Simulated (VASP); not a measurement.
# Mg (I4/mmm) in VASP: single point with LDA

Aim: the single point of Mg with LDA.

Everything below comes from runs of VASP 6.6.1. Logs are shortened: lines on timing, memory, paths and dates and some standing lists are left out, and cuts for length are marked.

## Step 1: The cell of the first run

It takes space group I4/mmm (No. 139, tetragonal). Conventional cell: a = 3.269 Å, b = 3.269 Å, c = 4.489 Å, α = 90.00°, β = 90.00°, γ = 90.00°. Within 4.2 Å of Mg (site symmetry 4/mmm) lie 12 Mg at 3.22 to 3.27 Å.

## Step 2: Single point, LDA (equal xx and yy strain of +3 %)

Input file INCAR:

```
SYSTEM = Mg
PREC = Accurate
ENCUT = 520
EDIFF = 1E-7
ISMEAR = -1
SIGMA = 0.03
LREAL = .FALSE.
LASPH = .TRUE.
NELM = 100
ALGO = Normal
ISIF = 2
LWAVE = .FALSE.
LCHARG = .FALSE.
GGA = CA
NBANDS = 7
```

Input file KPOINTS:

```
regular mesh
0
G
  16 16 16
  0 0 0
```

Input file POSCAR:

```
Mg
1.0
    0.0000000000      2.3115836800      2.2442560000
    2.3115836800      0.0000000000      2.2442560000
    2.3115836800      2.3115836800      0.0000000000
Mg
1
Direct
    0.0000000000      0.0000000000      0.0000000000
```

Potentials or basis: VASP PAW LDA potentials, release 64 (Mg).

Run with:

```
$ cat potpaw_LDA.64/Mg/POTCAR > POTCAR
$ mpirun -np 1 vasp_std > vasp.out
```

OUTCAR:

```text
SYSTEM = Mg
   PREC = Accurate
   ENCUT = 520
   EDIFF = 1E-7
   ISMEAR = -1
   LREAL = .FALSE.
   LASPH = .TRUE.
   NELM = 100
   ISIF = 2
   GGA = CA

 ion  position               nearest neighbor table
   1  0.000  0.000  0.000-

  LATTYP: Found a body centered tetragonal cell.
 ALAT       =     3.2690729908
 C/A-ratio  =     1.3730228761

  Lattice vectors:

 A1 = (   0.0000000000,  -2.3115836800,  -2.2442560000)
 A2 = (   0.0000000000,   2.3115836800,  -2.2442560000)
 A3 = (   2.3115836800,   0.0000000000,   2.2442560000)

Analysis of symmetry for initial positions (statically):
=====================================================================
 Subroutine PRICEL returns:
 Original cell was already a primitive cell.

 Routine SETGRP: Setting up the symmetry group for a
 body centered tetragonal supercell.

 Subroutine GETGRP returns: Found 16 space group operations
 (whereof 16 operations were pure point group operations)
 out of a pool of 16 trial point group operations.

The static configuration has the point symmetry D_4h.

Analysis of symmetry for dynamics (positions and initial velocities):
=====================================================================
 Subroutine PRICEL returns:
 Original cell was already a primitive cell.

 Routine SETGRP: Setting up the symmetry group for a
 body centered tetragonal supercell.

 Subroutine GETGRP returns: Found 16 space group operations
 (whereof 16 operations were pure point group operations)
 out of a pool of 16 trial point group operations.

The dynamic configuration has the point symmetry D_4h.

 Subroutine INISYM returns: Found 16 space group operations
 (whereof 16 operations are pure point group operations),
 and found     1 'primitive' translations

----------------------------------------------------------------------------------------

                                     Primitive cell

  volume of cell :      23.9840

  direct lattice vectors                    reciprocal lattice vectors
     0.000000000  2.311583680  2.244256000    -0.216301925  0.216301925  0.222790983
     2.311583680  0.000000000  2.244256000     0.216301925 -0.216301925  0.222790983
     2.311583680  2.311583680  0.000000000     0.216301925  0.216301925 -0.222790983

  length of vectors
     3.221816895  3.221816895  3.269072991     0.378429475  0.378429475  0.378429475

  position of ions in fractional coordinates (direct lattice)
     0.000000000  0.000000000  0.000000000

  ion indices of the primitive-cell ions
   primitive index   ion index
                 1           1

----------------------------------------------------------------------------------------

 KPOINTS: regular mesh

Automatic generation of k-mesh.
 Grid dimensions read from file:
 generate k-points for:   16   16   16

 Generating k-lattice:

  Cartesian coordinates                     Fractional coordinates (reciprocal lattice)
    -0.013518870  0.013518870  0.013924436     0.062500000  0.000000000  0.000000000
     0.013518870 -0.013518870  0.013924436     0.000000000  0.062500000  0.000000000
     0.013518870  0.013518870 -0.013924436     0.000000000  0.000000000  0.062500000

  Length of vectors
     0.023651842  0.023651842  0.023651842

  Shift w.r.t. Gamma in fractional coordinates (k-lattice)
     0.000000000  0.000000000  0.000000000

 Subroutine IBZKPT returns following result:
 ===========================================

 Found    349 irreducible k-points:

 Following reciprocal coordinates:
            Coordinates               Weight
  0.000000  0.000000  0.000000      1.000000
  0.062500  0.000000  0.000000      8.000000
  0.125000  0.000000  0.000000      8.000000
  0.187500 -0.000000  0.000000      8.000000
  0.250000  0.000000  0.000000      8.000000
  0.312500  0.000000  0.000000      8.000000
[... 16 lines left out ...]
 -0.125000  0.062500  0.000000      8.000000
 -0.062500  0.062500  0.000000      4.000000
 [... further k-points ...]
   k-points           NKPTS =    349   k-points in BZ     NKDIM =    349   number of bands    NBANDS=      7
   number of dos      NEDOS =    301   number of ions     NIONS =      1
   total plane-waves  NPLWV =  13824
   dimension x,y,z NGX =    24 NGY =   24 NGZ =   24
   dimension x,y,z NGXF=    48 NGYF=   48 NGZF=   48
   ions per type =               1
   NGX,Y,Z   is equivalent  to a cutoff of  12.38, 12.38, 12.20 a.u.
   NGXF,Y,Z  is equivalent  to a cutoff of  24.77, 24.77, 24.41 a.u.
 SYSTEM =  Mg
   PREC   = accura    normal or accurate (medium, high low for compatibility)
   ISTART =      0    job   : 0-new  1-cont  2-samecut
   ICHARG =      2    charge: 1-file 2-atom 10-const
   ISPIN  =      1    spin polarized calculation?
   LNONCOLLINEAR =      F non collinear calculations
   LSORBIT =      F    spin-orbit coupling
   LASPH  =      T    aspherical Exc in radial PAW
   ENCUT  =  520.0 eV  38.22 Ry    6.18 a.u.   5.99  5.99  6.08*2*pi/ulx,y,z
   NELM   =    100;   NELMIN=  2; NELMDL= -5     # of ELM steps
   EDIFF  = 0.1E-06   stopping-criterion for ELM
   LREAL  =      F    real-space projection
   EDIFFG = 0.1E-05   stopping-criterion for IOM
   NSW    =      0    number of steps for IOM
   IBRION =     -1    ionic relax: 0-MD 1-quasi-New 2-CG
   NFREE  =      0    steps in history (QN), initial steepest desc. (CG)
   ISIF   =      2    stress and relaxation
   ISYM   =      2    0-nonsym 1-usesym 2-fastsym
   POTIM  = 0.5000    time-step for ionic-motion
   TEBEG  =    0.0;   TEEND  =   0.0 temperature during run
   PSTRESS=    0.0 pullay stress
   NELECT =       2.0000    total number of electrons
   NUPDOWN=      -1.0000    fix difference up-down
   EMIN   =  10.00;   EMAX   =-10.00  energy-range for DOS
   EFERMI =   0.00;   METHOD = LEGACY
   ISMEAR =    -1;   SIGMA  =   0.03  broadening in eV -4-tet -1-fermi 0-gaus
   EFERMI_NEDOS =   21; number of points for ismear=-14 and -15
   IALGO  =     38    algorithm
   IMIX   =      4    mixing-type and parameters
     AMIX     =   0.40;   BMIX     =  1.00
     AMIX_MAG =   1.60;   BMIX_MAG =  1.00
  volume/ion in A,a.u.               =      23.98       161.85
  Fermi-wavevector in a.u.,A,eV,Ry     =   0.715228  1.351584  6.960068  0.511551
  Thomas-Fermi vector in A             =   1.803333
   LORBIT       =      0    0 simple, 1 ext, 2 COOP (PROOUT), +10 PAW based schemes
   GGA     = CA    functional components
   LHFCALC =     F    Hartree Fock is set to
   AEXX    =    0.0000 exact exchange contribution
   IVDW    =     0    specifies the selected vdW correction
   LEPSILON=     F    determine dielectric tensor
   LRPA    =     F    only Hartree local field effects (RPA)
 non-spin polarized calculation
  energy-cutoff  :      520.00
  volume of cell :       23.98
 maximum number of plane-waves:       662
   NGX = 11   NGY = 11   NGZ = 13

 number of electron       2.0000000 magnetization

 Free energy of the ion-electron system (eV)
  ---------------------------------------------------
  ext. energy  EPLUGINS =         0.00000000
  ---------------------------------------------------
  free energy    TOTEN  =        -1.76823498 eV

  energy without entropy =       -1.76707624  energy(sigma->0) =       -1.76765561

 E-fermi :   2.2312     XC(G=0):  -8.5400

 val. band max:        2.2156704583   @ k =  -0.3125   0.3750   0.3125
 cond. band min:       2.2554321547   @ k =  -0.4375   0.3750   0.0000
 fundamental gap:      0.0397616964
 Fermi energy:         2.2311984574

 k-point     1 :       0.0000    0.0000    0.0000
  band No.  band energies     occupation
      1      -4.4867      2.00000
      2      14.2175      0.00000
      3      14.2175      0.00000
      4      14.4287      0.00000
      5      15.7973      0.00000
      6      15.8676      0.00000
      7      15.8676      0.00000

 k-point     2 :       0.0625    0.0000    0.0000
  band No.  band energies     occupation
      1      -4.4025      2.00000
      2      12.8948      0.00000
      3      13.9693      0.00000
      4      14.1309      0.00000
      5      16.0540      0.00000
      6      16.1972      0.00000
      7      16.2543      0.00000

 k-point     3 :       0.1250    0.0000    0.0000
  band No.  band energies     occupation
      1      -4.1501      2.00000
      2      10.8980      0.00000
      3      13.5391      0.00000
      4      13.7397      0.00000
      5      15.8715      0.00000
      6      16.9851      0.00000
      7      17.0580      0.00000

 k-point     4 :       0.1875   -0.0000    0.0000
  band No.  band energies     occupation
      1      -3.7309      2.00000
      2       8.9218      0.00000
      3      13.1638      0.00000
      4      13.4144      0.00000
      5      15.6192      0.00000
      6      16.7093      0.00000
      7      17.3786      0.00000

 k-point     5 :       0.2500    0.0000    0.0000
  band No.  band energies     occupation
      1      -3.1470      2.00000
      2       7.0396      0.00000
      3      12.9002      0.00000
      4      13.2026      0.00000
      5      15.4211      0.00000
      6      15.7652      0.00000
      7      16.4478      0.00000
[... 161 lines left out ...]
 k-point    22 :      -0.1875    0.0625    0.0000
  band No.  band energies     occupation
      1      -3.4935      2.00000
      2       8.3795      0.00000
      3      11.8590      0.00000
      4      14.1344      0.00000
      5      15.4599      0.00000
      6      16.0555      0.00000
      7      16.8705      0.00000

 k-point    23 :      -0.1250    0.0625    0.0000
  band No.  band energies     occupation
      1      -3.9632      2.00000
      2      10.2873      0.00000
      3      12.1931      0.00000
      4      14.3814      0.00000
      5      16.3039      0.00000
      6      16.3983      0.00000
      7      16.7703      0.00000

 k-point    24 :      -0.0625    0.0625    0.0000
  band No.  band energies     occupation
      1      -4.2667      2.00000
      2      12.0289      0.00000
      3      12.8584      0.00000
      4      14.4312      0.00000
      5      16.0246      0.00000
      6      16.3411      0.00000
      7      16.9843      0.00000

 [... further k-points ...]
[... 5 lines left out ...]
  --------------------------------------------------------------------------------------
  -------------------------------------------------------------------------------------
  Total       -0.5061308     -0.5061308     -0.5185628      0.0000000     -0.0000000      0.0000000
  in kB      -33.8105069    -33.8105069    -34.6409940      0.0000000     -0.0000000      0.0000000
  external PRESSURE =     -34.0873359 kB  Pullay stress =       0.0000000 kB

 VOLUME and BASIS-vectors are now :
 -----------------------------------------------------------------------------
  energy-cutoff  :      520.00
  volume of cell :       23.98
      direct lattice vectors                 reciprocal lattice vectors
     0.000000000  2.311583680  2.244256000    -0.216301925  0.216301925  0.222790983
     2.311583680  0.000000000  2.244256000     0.216301925 -0.216301925  0.222790983
     2.311583680  2.311583680  0.000000000     0.216301925  0.216301925 -0.222790983

 POSITION                                       TOTAL-FORCE (eV/Angst)
 -----------------------------------------------------------------------------------
      0.00000      0.00000      0.00000         0.000000      0.000000      0.000000
 -----------------------------------------------------------------------------------
    total drift:                               -0.000000      0.000000     -0.000000

  FREE ENERGIE OF THE ION-ELECTRON SYSTEM (eV)
  ---------------------------------------------------
  free  energy   TOTEN  =        -1.7682349770 eV

  energy  without entropy=       -1.7670762440  energy(sigma->0) =       -1.76765561
```

It took 11 s on 1 thread of Intel Xeon 6975P-C (Granite Rapids), shared host; peak memory 0.16 GiB.

Results:

```
Free energy            : -1.7682 eV
Pressure               : -3.4 GPa
Band gap on the k mesh : zero (bands 1 and 2 overlap by 2.70 eV)
```

Stress tensor (GPa, compression positive):
```
-3.38  0.00  0.00
 0.00 -3.38  0.00
 0.00  0.00 -3.46
```

Caveat: the cell differs from its parent crystal (equal xx and yy strain of +3 %); the cell stands under tension.

The gap in the log of VASP goes by the Fermi energy; the results here count the filled bands.